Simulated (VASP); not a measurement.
A run of VASP 6.6.1:

File INCAR:

```
ALGO = Normal
EDIFF = 1E-6
ENCUT = 520
GGA = PE
ISIF = 2
ISMEAR = 0
LASPH = True
LCHARG = False
LREAL = Auto
LWAVE = False
NBANDS = 78
NELM = 60
PREC = Accurate
SIGMA = 0.05
```

Contents of KPOINTS:

```
k-points
0
Gamma
  1 1 7
```

Contents of POSCAR:

```
TiC
1.0
   12.5000000000      0.0000000000      0.0000000000
    0.0000000000     12.4000000000      0.0000000000
    0.0000000000      0.0000000000      5.3890056829
Ti C
8 8
Direct
    0.5730659762      0.5000000000     -0.0606781262
    0.4269340238      0.5000000000      0.3940114596
    0.3445036543      0.3856883640     -0.0085305674
    0.6554963457      0.3856883640      0.3418639008
    0.5000000000      0.6556722783      0.6666666667
    0.3445036543      0.6143116360     -0.0085305674
    0.6554963457      0.6143116360      0.3418639008
    0.5000000000      0.3443277217      0.6666666667
    0.4113168218      0.5000000000      0.7780527107
    0.5886831782      0.5000000000      0.5552806227
    0.5000000000      0.3308545952      0.1666666667
    0.4085843941      0.6696347937      0.3177109895
    0.5914156059      0.6696347937      1.0156223438
    0.5000000000      0.6691454048      0.1666666667
    0.4085843941      0.3303652063      0.3177109895
    0.5914156059      0.3303652063      1.0156223438
```

Potentials or basis: VASP PAW PBE potentials, release 64 (Ti_sv, C).

The run is started by

```console
$ cat potpaw_PBE.64/Ti_sv/POTCAR potpaw_PBE.64/C/POTCAR > POTCAR
$ mpirun -np 1 vasp_std > vasp.out
```

Hardware: 1 thread of Intel(R) Xeon(R) Platinum 8259CL CPU @ 2.50GHz (Skylake/Cascade Lake) (shared host).

Task: How long does it take, and how much memory?

Result: It took 11 min on 1 thread of Intel(R) Xeon(R) Platinum 8259CL CPU @ 2.50GHz (Skylake/Cascade Lake), on a shared host, peak memory 0.78 GiB. Counts: scf iterations 23, k points 4.
